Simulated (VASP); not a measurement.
# Tc (P6_3/mmc) in VASP: a series of runs

Runs on Tc. Level: r2SCAN+D3(BJ). Tasks: single point.

Program: VASP 6.6.1. These are calculated values, not measurements. Logs are shortened: lines on timing, memory, paths and dates and some standing lists are left out, and cuts for length are marked.

**1. The cell of the first run**

Symmetry: P6_3/mmc, No. 194, hexagonal system. The conventional cell has a = 2.731 Å, b = 2.731 Å, c = 4.378 Å, α = 90.00°, β = 90.00°, γ = 120.00°. Tc (site symmetry -6m2) has 12 Tc at 2.70 to 2.73 Å within 3.6 Å.

**2. Single point, r2SCAN+D3(BJ)**

POSCAR

```
Tc
1.0
    2.7305696472      0.0000000000      0.0000000000
   -1.3652848236      2.3647426812      0.0000000000
    0.0000000000      0.0000000000      4.3784323891
Tc
2
Direct
    0.3333333333      0.6666666667      0.2500000000
    0.6666666667      0.3333333333      0.7500000000
```

INCAR.step1

```
  PREC = Accurate
  ENCUT = 520
  ISMEAR = 0
  SIGMA = 0.1
  LREAL = F
  LASPH = T
  NELM = 100
  NBANDS = 20
  GGA = PE
  ALGO = Normal
  EDIFF = 1E-4
  LWAVE = T
  LCHARG = F
```

INCAR.step2

```
  PREC = Accurate
  ENCUT = 520
  EDIFF = 1E-6
  ISMEAR = 0
  SIGMA = 0.1
  LREAL = F
  LASPH = T
  NELM = 100
  ALGO = Normal
  ISIF = 2
  LWAVE = F
  LCHARG = F
  METAGGA = R2SCAN
  LMIXTAU = T
  IVDW = 12
  NBANDS = 20
  VDW_S6 = 1.0
  VDW_S8 = 0.78981345
  VDW_A1 = 0.49484001
  VDW_A2 = 5.73083694
  ISTART = 1
```

KPOINTS

```
regular mesh
0
Gamma
  9 9 5
```

Potentials or basis: VASP PAW PBE potentials, release 64 (Tc_pv).

On the command line:

```bash
$ cat potpaw_PBE.64/Tc_pv/POTCAR > POTCAR
$ cp INCAR.step1 INCAR
$ mpirun -np 1 vasp_std > vasp.out
$ cp INCAR.step2 INCAR
$ mpirun -np 1 vasp_std > vasp.out
```

OUTCAR:

```text
PREC = Accurate
   ENCUT = 520
   EDIFF = 1E-6
   ISMEAR = 0
   LREAL = F
   LASPH = T
   NELM = 100
   ISIF = 2
   METAGGA = R2SCAN
   IVDW = 12
   ISTART = 1
 IVDW          = 12

 ion  position               nearest neighbor table
   1  0.333  0.667  0.250-   2 2.70   2 2.70   2 2.70   2 2.70   2 2.70   2 2.70
   2  0.667  0.333  0.750-   1 2.70   1 2.70   1 2.70   1 2.70   1 2.70   1 2.70

  LATTYP: Found a hexagonal cell.
 ALAT       =     2.7305696472
 C/A-ratio  =     1.6034868012

  Lattice vectors:

 A1 = (   2.7305696472,   0.0000000000,   0.0000000000)
 A2 = (  -1.3652848236,   2.3647426812,   0.0000000000)
 A3 = (   0.0000000000,   0.0000000000,   4.3784323891)

Analysis of symmetry for initial positions (statically):
=====================================================================
 Subroutine PRICEL returns:
 Original cell was already a primitive cell.

 Routine SETGRP: Setting up the symmetry group for a
 hexagonal supercell.

 Subroutine GETGRP returns: Found 24 space group operations
 (whereof 12 operations were pure point group operations)
 out of a pool of 24 trial point group operations.

The static configuration has the point symmetry D_3d.
 The point group associated with its full space group is D_6h.

Analysis of symmetry for dynamics (positions and initial velocities):
=====================================================================
 Subroutine PRICEL returns:
 Original cell was already a primitive cell.

 Routine SETGRP: Setting up the symmetry group for a
 hexagonal supercell.

 Subroutine GETGRP returns: Found 24 space group operations
 (whereof 12 operations were pure point group operations)
 out of a pool of 24 trial point group operations.

The dynamic configuration has the point symmetry D_3d.
 The point group associated with its full space group is D_6h.

 Subroutine INISYM returns: Found 24 space group operations
 (whereof 12 operations are pure point group operations),
 and found     1 'primitive' translations

----------------------------------------------------------------------------------------

                                     Primitive cell

  volume of cell :      28.2720

  direct lattice vectors                    reciprocal lattice vectors
     2.730569647  0.000000000  0.000000000     0.366223949  0.211439496  0.000000000
    -1.365284824  2.364742681  0.000000000     0.000000000  0.422878991  0.000000000
     0.000000000  0.000000000  4.378432389     0.000000000  0.000000000  0.228392244

  length of vectors
     2.730569647  2.730569647  4.378432389     0.422878991  0.422878991  0.228392244

  position of ions in fractional coordinates (direct lattice)
     0.333333333  0.666666667  0.250000000
     0.666666667  0.333333333  0.750000000

  ion indices of the primitive-cell ions
   primitive index   ion index
                 1           1
                 2           2

----------------------------------------------------------------------------------------

 KPOINTS: regular mesh

Automatic generation of k-mesh.
 Grid dimensions read from file:
 generate k-points for:    9    9    5

 Generating k-lattice:

  Cartesian coordinates                     Fractional coordinates (reciprocal lattice)
     0.040691550  0.023493277  0.000000000     0.111111111  0.000000000  0.000000000
     0.000000000  0.046986555  0.000000000     0.000000000  0.111111111  0.000000000
     0.000000000  0.000000000  0.045678449     0.000000000  0.000000000  0.200000000

  Length of vectors
     0.046986555  0.046986555  0.045678449

  Shift w.r.t. Gamma in fractional coordinates (k-lattice)
     0.000000000  0.000000000  0.000000000

 Subroutine IBZKPT returns following result:
 ===========================================

 Found     36 irreducible k-points:

 Following reciprocal coordinates:
            Coordinates               Weight
  0.000000  0.000000  0.000000      1.000000
  0.111111 -0.000000  0.000000      6.000000
  0.222222  0.000000  0.000000      6.000000
  0.333333  0.000000  0.000000      6.000000
  0.444444  0.000000  0.000000      6.000000
  0.111111  0.111111  0.000000      6.000000
[... 16 lines left out ...]
  0.333333  0.222222  0.200000     24.000000
  0.333333  0.333333  0.200000      4.000000
 [... further k-points ...]
   k-points           NKPTS =     36   k-points in BZ     NKDIM =     36   number of bands    NBANDS=     20
   number of dos      NEDOS =    301   number of ions     NIONS =      2
   total plane-waves  NPLWV =  14400
   dimension x,y,z NGX =    20 NGY =   20 NGZ =   36
   dimension x,y,z NGXF=    40 NGYF=   40 NGZF=   72
   ions per type =               2
   NGX,Y,Z   is equivalent  to a cutoff of  12.18, 12.18, 13.67 a.u.
   NGXF,Y,Z  is equivalent  to a cutoff of  24.35, 24.35, 27.34 a.u.
 SYSTEM =  unknown system
   PREC   = accura    normal or accurate (medium, high low for compatibility)
   ISTART =      1    job   : 0-new  1-cont  2-samecut
   ICHARG =      0    charge: 1-file 2-atom 10-const
   ISPIN  =      1    spin polarized calculation?
   LNONCOLLINEAR =      F non collinear calculations
   LSORBIT =      F    spin-orbit coupling
   LASPH  =      T    aspherical Exc in radial PAW
   ENCUT  =  520.0 eV  38.22 Ry    6.18 a.u.   5.08  5.08  8.14*2*pi/ulx,y,z
   NELM   =    100;   NELMIN=  2; NELMDL=  0     # of ELM steps
   EDIFF  = 0.1E-05   stopping-criterion for ELM
   LREAL  =      F    real-space projection
   EDIFFG = 0.1E-04   stopping-criterion for IOM
   NSW    =      0    number of steps for IOM
   IBRION =     -1    ionic relax: 0-MD 1-quasi-New 2-CG
   NFREE  =      0    steps in history (QN), initial steepest desc. (CG)
   ISIF   =      2    stress and relaxation
   ISYM   =      2    0-nonsym 1-usesym 2-fastsym
   POTIM  = 0.5000    time-step for ionic-motion
   TEBEG  =    0.0;   TEEND  =   0.0 temperature during run
   PSTRESS=    0.0 pullay stress
   NELECT =      26.0000    total number of electrons
   NUPDOWN=      -1.0000    fix difference up-down
   EMIN   =  10.00;   EMAX   =-10.00  energy-range for DOS
   EFERMI =   0.00;   METHOD = LEGACY
   ISMEAR =     0;   SIGMA  =   0.10  broadening in eV -4-tet -1-fermi 0-gaus
   EFERMI_NEDOS =   21; number of points for ismear=-14 and -15
   IALGO  =     38    algorithm
   IMIX   =      4    mixing-type and parameters
     AMIX     =   0.40;   BMIX     =  1.00
     AMIX_MAG =   1.60;   BMIX_MAG =  1.00
  volume/ion in A,a.u.               =      14.14        95.39
  Fermi-wavevector in a.u.,A,eV,Ry     =   1.592016  3.008473 34.484157  2.534514
  Thomas-Fermi vector in A             =   2.690466
   LORBIT       =      0    0 simple, 1 ext, 2 COOP (PROOUT), +10 PAW based schemes
   METAGGA = R2SCAN    functional components
   LHFCALC =     F    Hartree Fock is set to
   AEXX    =    0.0000 exact exchange contribution
   IVDW    =    12    specifies the selected vdW correction
   LEPSILON=     F    determine dielectric tensor
   LRPA    =     F    only Hartree local field effects (RPA)
 non-spin polarized calculation
 Gauss-broadening in eV      SIGMA  =   0.10
  energy-cutoff  :      520.00
  volume of cell :       28.27
 maximum number of plane-waves:       774
   NGX = 11   NGY = 11   NGZ = 17

 number of electron      26.0000000 magnetization

 Free energy of the ion-electron system (eV)
  ---------------------------------------------------
  ext. energy  EPLUGINS =         0.00000000
  ---------------------------------------------------
  free energy    TOTEN  =       -51.92641067 eV

  energy without entropy =      -51.91960417  energy(sigma->0) =      -51.92300742

 E-fermi :  12.8684     XC(G=0): -15.2014

 val. band max:       12.8553428654   @ k =   0.3333   0.0000   0.4000
 cond. band min:      12.8897431014   @ k =   0.2222   0.0000   0.0000
 fundamental gap:      0.0344002360
 Fermi energy:        12.8683923178

 k-point     1 :       0.0000    0.0000    0.0000
  band No.  band energies     occupation
      1     -28.0651      2.00000
      2     -26.8036      2.00000
      3     -26.8036      2.00000
      4     -26.5963      2.00000
      5     -26.5963      2.00000
      6     -26.5714      2.00000
[... 12 lines left out ...]
     19      24.5824      0.00000
     20      27.7458      0.00000

 k-point     2 :       0.1111   -0.0000    0.0000
  band No.  band energies     occupation
      1     -28.0092      2.00000
      2     -26.9288      2.00000
      3     -26.8437      2.00000
      4     -26.7255      2.00000
      5     -26.6136      2.00000
      6     -26.5951      2.00000
[... 12 lines left out ...]
     19      24.5044      0.00000
     20      28.6688      0.00000

 k-point     3 :       0.2222    0.0000    0.0000
  band No.  band energies     occupation
      1     -27.8553      2.00000
      2     -27.2450      2.00000
      3     -27.0392      2.00000
      4     -26.9404      2.00000
      5     -26.6674      2.00000
      6     -26.6616      2.00000
[... 12 lines left out ...]
     19      24.1903      0.00000
     20      29.0967      0.00000

 k-point     4 :       0.3333    0.0000    0.0000
  band No.  band energies     occupation
      1     -27.6434      2.00000
      2     -27.6013      2.00000
      3     -27.3750      2.00000
      4     -27.0443      2.00000
      5     -26.7854      2.00000
      6     -26.7202      2.00000
[... 12 lines left out ...]
     19      23.7361      0.00000
     20      25.8685      0.00000

 k-point     5 :       0.4444    0.0000    0.0000
  band No.  band energies     occupation
      1     -27.8309      2.00000
      2     -27.5846      2.00000
      3     -27.4539      2.00000
      4     -27.1098      2.00000
      5     -26.9131      2.00000
      6     -26.7598      2.00000
[... 12 lines left out ...]
     19      24.8642      0.00000
     20      25.5202      0.00000
[... 353 lines left out ...]
      6     -26.8404      2.00000
[... 12 lines left out ...]
     19      25.1317      0.00000
     20      25.8194      0.00000

 k-point    22 :       0.2222    0.2222    0.2000
  band No.  band energies     occupation
      1     -27.7087      2.00000
      2     -27.6040      2.00000
      3     -27.2610      2.00000
      4     -27.1869      2.00000
      5     -26.9447      2.00000
      6     -26.8050      2.00000
[... 12 lines left out ...]
     19      25.6914      0.00000
     20      26.2714      0.00000

 k-point    23 :       0.3333    0.2222    0.2000
  band No.  band energies     occupation
      1     -27.7604      2.00000
      2     -27.6299      2.00000
      3     -27.3865      2.00000
      4     -27.1562      2.00000
      5     -27.0615      2.00000
      6     -26.8916      2.00000
[... 12 lines left out ...]
     19      24.4659      0.00000
     20      25.2817      0.00000

 k-point    24 :       0.3333    0.3333    0.2000
  band No.  band energies     occupation
      1     -27.6120      2.00000
      2     -27.5872      2.00000
      3     -27.5872      2.00000
      4     -27.2340      2.00000
      5     -27.0017      2.00000
      6     -27.0017      2.00000
[... 12 lines left out ...]
     19      22.2891      0.00000
     20      27.2308      0.00000

 [... further k-points ...]

------------------------ aborting loop because EDIFF is reached ----------------------------------------

 Edisp (eV)   -0.60642

 E8    (eV) :    -0.2243

  FORCE on cell =-STRESS in cart. coord.  units (eV):
  Direction    XX          YY          ZZ          XY          YZ          ZX
  --------------------------------------------------------------------------------------
  -------------------------------------------------------------------------------------
  Total      -0.19840    -0.19840    -0.18390    -0.00000     0.00000     0.00000
  in kB     -11.24336   -11.24336   -10.42152    -0.00000     0.00000     0.00000
  external pressure =      -10.97 kB  Pullay stress =        0.00 kB

 VOLUME and BASIS-vectors are now :
 -----------------------------------------------------------------------------
  energy-cutoff  :      520.00
  volume of cell :       28.27
      direct lattice vectors                 reciprocal lattice vectors
     2.730569647  0.000000000  0.000000000     0.366223949  0.211439496  0.000000000
    -1.365284824  2.364742681  0.000000000     0.000000000  0.422878991  0.000000000
     0.000000000  0.000000000  4.378432389     0.000000000  0.000000000  0.228392244

 POSITION                                       TOTAL-FORCE (eV/Angst)
 -----------------------------------------------------------------------------------
     -0.00000      1.57650      1.09461        -0.000000     -0.000000      0.000000
      1.36528      0.78825      3.28382         0.000000      0.000000      0.000000
 -----------------------------------------------------------------------------------
    total drift:                                0.000000     -0.000000      0.000000

  FREE ENERGIE OF THE ION-ELECTRON SYSTEM (eV)
  ---------------------------------------------------
  free  energy   TOTEN  =       -52.5328274153 eV

  energy  without entropy=      -52.5260209127  energy(sigma->0) =      -52.52942416
```

It took 82 s on 1 thread of AMD EPYC 7R13, shared host; peak memory 0.13 GiB.

What came out:

```yaml
Free_energy: -52.5328 eV
Pressure: -1.1 GPa
Band_gap_on_the_k_mesh: zero (bands 13 and 14 overlap by 2.42 eV)
Dispersion_energy_per_atom: -0.303 eV
```

Levels at points of the mesh, in eV from the Fermi level:
```
           k point  band 10  band 11  band 12  band 13  band 14  band 15  band 16  band 17
(0.00, 0.00, 0.00)    -1.71    -1.67    -0.95    -0.95    -0.21    -0.21     1.61     2.62
```

Caveat: three body term missing; the PAW data sets were made with another functional, which shifts forces and pressure a little.

**3. Single point, r2SCAN+D3(BJ)**

This run uses another cell than the first one, of 14.30 Å³/atom.

POSCAR

```
Tc
1.0
    2.7400000000      0.0000000000      0.0000000000
   -1.3700000000      2.3729096064      0.0000000000
    0.0000000000      0.0000000000      4.3980000000
Tc
2
Direct
    0.3333330000      0.6666670000      0.2500000000
    0.6666670000      0.3333330000      0.7500000000
```

INCAR.step1

```
PREC = Accurate ; ENCUT = 520
ISMEAR = 0 ; SIGMA = 0.1
LREAL = False ; LASPH = True
NELM = 60 ; NBANDS = 20
GGA = PE ; ALGO = Normal
EDIFF = 1E-4 ; LWAVE = True
LCHARG = False
```

INCAR.step2

```
PREC = Accurate ; ENCUT = 520
EDIFF = 1E-6 ; ISMEAR = 0
SIGMA = 0.1 ; LREAL = False
LASPH = True ; NELM = 60
ALGO = Normal ; ISIF = 2
LWAVE = False ; LCHARG = False
METAGGA = R2SCAN ; LMIXTAU = True
IVDW = 12 ; VDW_S6 = 1.0
VDW_S8 = 0.78981345 ; VDW_A1 = 0.49484001
VDW_A2 = 5.73083694 ; NBANDS = 20
ISTART = 1
```

KPOINTS is that of step 2.

Potentials or basis: VASP PAW PBE potentials, release 64 (Tc_pv).

On the command line:

```bash
$ cat potpaw_PBE.64/Tc_pv/POTCAR > POTCAR
$ cp INCAR.step1 INCAR
$ mpirun -np 1 vasp_std > vasp.out
$ cp INCAR.step2 INCAR
$ mpirun -np 1 vasp_std > vasp.out
```

It took 89 s on 1 thread of AMD EPYC 7R13, shared host; peak memory 0.13 GiB.

Results (log left out):

```yaml
Free_energy: -52.5275 eV
Pressure: -4.7 GPa
Band_gap_on_the_k_mesh: zero (bands 13 and 14 overlap by 2.41 eV)
Dispersion_energy_per_atom: -0.300 eV
```

Stress tensor (GPa, compression positive):
```
-4.55  0.00  0.00
 0.00 -4.55  0.00
 0.00  0.00 -5.04
```

Levels at points of the mesh, in eV from the Fermi level:
| k point | band 10 | band 11 | band 12 | band 13 | band 14 | band 15 | band 16 | band 17 |
| --- | --- | --- | --- | --- | --- | --- | --- | --- |
| (0.00, 0.00, 0.00) | -1.68 | -1.64 | -0.93 | -0.93 | -0.19 | -0.19 | 1.57 | 2.58 |

Caveat: three body term missing; the cell stands under tension; the PAW data sets were made with another functional, which shifts forces and pressure a little.
